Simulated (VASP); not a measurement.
# TePb (Pm-3m) in VASP: further runs, part 2 of 2

VASP 6.6.1.

### Step 3. Relaxation of cell and atoms, PBEsol+D3(BJ)

INCAR

```
  PREC = Accurate
  ENCUT = 600
  EDIFF = 1E-7
  ISMEAR = -1
  SIGMA = 0.05
  LREAL = False
  LASPH = True
  NELM = 60
  ALGO = Normal
  ISIF = 3
  LWAVE = False
  LCHARG = False
  GGA = PS
  IVDW = 12
  IBRION = 2
  NSW = 80
  EDIFFG = -0.005
```

KPOINTS

```
regular mesh
0
Gamma
  7 7 7
```

POSCAR

```
TePb
1.0
    4.0022870000      0.0000000000      0.0000000000
    0.0000000000      4.0022870000      0.0000000000
    0.0000000000      0.0000000000      4.0022870000
Pb Te
1 1
Direct
    0.0000000000      0.0000000000      0.0000000000
    0.5000000000      0.5000000000      0.5000000000
```

Potentials or basis: VASP PAW PBE potentials, release 64 (Pb_d, Te).

Command:

```sh
> cat potpaw_PBE.64/Pb_d/POTCAR potpaw_PBE.64/Te/POTCAR > POTCAR
> mpirun -np 1 vasp_std > vasp.out
```

OUTCAR:

```text
PREC = Accurate
   ENCUT = 600
   EDIFF = 1E-7
   ISMEAR = -1
   LREAL = False
   LASPH = True
   NELM = 60
   ISIF = 3
   GGA = PS
   IVDW = 12
   IBRION = 2
   NSW = 80
   EDIFFG = -0.005
 IVDW          = 12

 ion  position               nearest neighbor table
   1  0.000  0.000  0.000-   2 3.47   2 3.47   2 3.47   2 3.47   2 3.47   2 3.47   2 3.47   2 3.47

   2  0.500  0.500  0.500-   1 3.47   1 3.47   1 3.47   1 3.47   1 3.47   1 3.47   1 3.47   1 3.47

  LATTYP: Found a simple cubic cell.
 ALAT       =     4.0022870000

  Lattice vectors:

 A1 = (   4.0022870000,   0.0000000000,   0.0000000000)
 A2 = (   0.0000000000,   4.0022870000,   0.0000000000)
 A3 = (   0.0000000000,   0.0000000000,   4.0022870000)

Analysis of symmetry for initial positions (statically):
=====================================================================
[... 638 lines left out ...]

------------------------ aborting loop because EDIFF is reached ----------------------------------------
[... 75 lines left out ...]
--------------------------------------- Ionic step       16  -------------------------------------------

 number of electron      20.0000008 magnetization

 Free energy of the ion-electron system (eV)
  ---------------------------------------------------
  ext. energy  EPLUGINS =         0.00000000
  ---------------------------------------------------
  free energy    TOTEN  =        -7.83720331 eV

  energy without entropy =       -7.81839824  energy(sigma->0) =       -7.82780078

 E-fermi :   7.6043     XC(G=0): -10.4071

 val. band max:        7.5463560926   @ k =   0.2857   0.1429   0.1429
 cond. band min:       7.6293272746   @ k =   0.4286   0.2857   0.2857
 fundamental gap:      0.0829711820
 Fermi energy:         7.6043205677

 k-point     1 :       0.0000    0.0000    0.0000
  band No.  band energies     occupation
      1      -9.2888      2.00000
      2      -9.2888      2.00000
      3      -9.1658      2.00000
      4      -9.1658      2.00000
      5      -9.1658      2.00000
      6      -5.3634      2.00000
      7       1.3106      2.00000
      8       5.8220      2.00000
      9       5.8220      2.00000
     10       5.8220      2.00000
     11      11.4812      0.00000
     12      11.4812      0.00000
     13      13.7892      0.00000
     14      13.7892      0.00000
[... 354 lines left out ...]
  FREE ENERGIE OF THE ION-ELECTRON SYSTEM (eV)
  ---------------------------------------------------
  free  energy   TOTEN  =        -8.7987277341 eV

  energy  without entropy=       -8.7799226676  energy(sigma->0) =       -8.78932520

 reached required accuracy - stopping structural energy minimisation
```

CONTCAR:

```text
TePb
   1.00000000000000
     3.8413246404397063   -0.0000000000000000    0.0000000000000001
    -0.0000000000000000    3.8413246404397063    0.0000000000000000
    -0.0000000000000001   -0.0000000000000001    3.8413246404397063
  Pb              Te
     1     1
Direct
     0.0000000000000000    0.0000000000000000    0.0000000000000000
     0.5000000000000000    0.5000000000000000    0.5000000000000000

  0.00000000E+00  0.00000000E+00  0.00000000E+00
  0.00000000E+00  0.00000000E+00  0.00000000E+00
```

It took 2.9 min on 1 thread of Intel Xeon 8259CL, shared host; peak memory 0.21 GiB.

What came out:

```yaml
Free_energy: -8.7987 eV
Relaxed_volume: 28.34 Å³/atom
Relaxed_cell: a = 3.841 Å, b = 3.841 Å, c = 3.841 Å, α = 90.00°, β = 90.00°, γ = 90.00°
Space_group_after_relaxing_to_0.1_Å: Pm-3m (No. 221)
Energy_gained_by_relaxing: 61.6 meV/atom
Ionic_steps: 16
Pressure_after_relaxing: 0.0 GPa
Band_gap_on_the_k_mesh: zero (bands 10 and 11 overlap by 1.13 eV)
Dispersion_energy_per_atom: -0.481 eV
```

The path:
```csv
step,energy change (eV),largest force (eV/Å),pressure (GPa),volume (Å³)
1,0.0000,0.0000,-4.41,64.11
2,-0.1228,0.0000,0.32,56.27
3,-0.1232,0.0000,0.05,56.58
4,-0.1231,0.0000,-0.07,56.73
5,-0.1232,0.0000,-0.07,56.73
6,-0.1232,0.0000,-0.07,56.72
7,-0.1232,0.0000,-0.06,56.72
8,-0.1232,0.0000,-0.06,56.72
9,-0.1232,0.0000,-0.06,56.72
10,-0.1232,0.0000,-0.06,56.72
11,-0.1232,0.0000,-0.07,56.72
12,-0.1232,0.0000,-0.06,56.72
13,-0.1232,0.0000,-0.06,56.72
14,-0.1232,0.0000,-0.06,56.71
15,-0.1232,0.0000,-0.05,56.70
16,-0.1232,0.0000,-0.03,56.68
```

Final structure:
```
Pb Te
1.0
     3.84132    0.00000    0.00000
     0.00000    3.84132    0.00000
     0.00000    0.00000    3.84132
Pb Te
1 1
Direct
  0.00000 0.00000 0.00000
  0.50000 0.50000 0.50000
```

Levels at points of the mesh, in eV from the Fermi level:
| k point | band 7 | band 8 | band 9 | band 10 | band 11 | band 12 | band 13 | band 14 |
| --- | --- | --- | --- | --- | --- | --- | --- | --- |
| (0.00, 0.00, 0.00) | -6.29 | -1.78 | -1.78 | -1.78 | 3.88 | 3.88 | 6.18 | 6.18 |

Caveat: the PAW data sets were made with another functional, which shifts forces and pressure a little; spin-orbit coupling is left out, which moves the levels of the heavy elements.

### Step 4. Relaxation of cell and atoms, PBEsol+D4

INCAR

```
SYSTEM = TePb
  PREC = Accurate
  ENCUT = 600
  EDIFF = 1E-7
  ISMEAR = -1
  SIGMA = 0.05
  LREAL = .FALSE.
  LASPH = .TRUE.
  NELM = 60
  ALGO = Normal
  ISIF = 3
  LWAVE = .FALSE.
  LCHARG = .FALSE.
  GGA = PS
  IVDW = 13
  IBRION = 2
  NSW = 80
  EDIFFG = -0.005
```

KPOINTS

```
Automatic mesh
0
G
  7 7 7
  0 0 0
```

POSCAR is that of step 3.

Command:

```sh
> cat potpaw_PBE.64/Pb_d/POTCAR potpaw_PBE.64/Te/POTCAR > POTCAR
> mpirun -np 1 vasp_std > vasp.out
```

Wall time 1.7 min (1 thread of Intel Xeon 8259CL, shared host); peak memory 0.2 GiB.

The run converged. Its results:

| Quantity | Value |
| --- | --- |
| Free energy | -8.4382 eV |
| Relaxed volume | 29.10 Å³/atom |
| Relaxed cell | a = 3.875 Å, b = 3.875 Å, c = 3.875 Å, α = 90.00°, β = 90.00°, γ = 90.00° |
| Space group after relaxing (to 0.1 Å) | Pm-3m (No. 221) |
| Energy gained by relaxing | 26.5 meV/atom |
| Ionic steps | 5 |
| Pressure after relaxing | 0.0 GPa |
| Band gap on the k mesh | zero (bands 10 and 11 overlap by 1.06 eV) |
| Dispersion energy per atom | -0.290 eV |

The path:
```
step  energy change (eV)  largest force (eV/Å)  pressure (GPa)  volume (Å³)
   1              0.0000                0.0000           -0.88        64.11
   2             -0.0117                0.0000           -2.46        62.49
   3             -0.0526                0.0000            0.33        57.80
   4             -0.0530                0.0000           -0.09        58.31
   5             -0.0530                0.0000            0.00        58.20
```

Final structure:
```cif
data_structure
_symmetry_space_group_name_H-M 'P 1'
_symmetry_Int_Tables_number 1
_cell_length_a 3.8753
_cell_length_b 3.8753
_cell_length_c 3.8753
_cell_angle_alpha 90.000
_cell_angle_beta 90.000
_cell_angle_gamma 90.000
_cell_volume 58.20
loop_
_atom_site_label
_atom_site_type_symbol
_atom_site_fract_x
_atom_site_fract_y
_atom_site_fract_z
_atom_site_occupancy
Pb1 Pb 0.00000 0.00000 0.00000 1
Te1 Te 0.50000 0.50000 0.50000 1
```

Levels at points of the mesh, in eV from the Fermi level:
| k point | band 6 | band 7 | band 8 | band 9 | band 10 | band 11 | band 12 | band 13 | band 14 |
| --- | --- | --- | --- | --- | --- | --- | --- | --- | --- |
| (0.00, 0.00, 0.00) | -12.78 | -6.40 | -1.73 | -1.73 | -1.73 | 3.90 | 3.90 | 5.98 | 5.98 |

Caveat: the PAW data sets were made with another functional, which shifts forces and pressure a little; spin-orbit coupling is left out, which moves the levels of the heavy elements.

### Step 5. Summary

```tsv
task	level	cell	cutoff (eV)	smearing	gap on the mesh (eV)	pressure (GPa)	relaxed volume (Å³/atom)
single point	PBE	as given	520	gaussian 0.026 eV	none	0.0	-
relaxation of cell and atoms	PBEsol+D3(BJ)	relaxed	600	fermi-dirac 0.05 eV	none	0.0	28.34
relaxation of cell and atoms	PBEsol+D4	relaxed	600	fermi-dirac 0.05 eV	none	0.0	29.10
```

Alike in all rows: potentials or basis VASP PAW PBE potentials, release 64 (Pb_d, Te); no spin polarisation; k mesh 7 × 7 × 7.

Caveats: spin-orbit coupling is left out, which moves the levels of the heavy elements; the PAW data sets were made with another functional, which shifts forces and pressure a little (at least some runs).

Absolute energies hang on the potentials; compare differences alone.
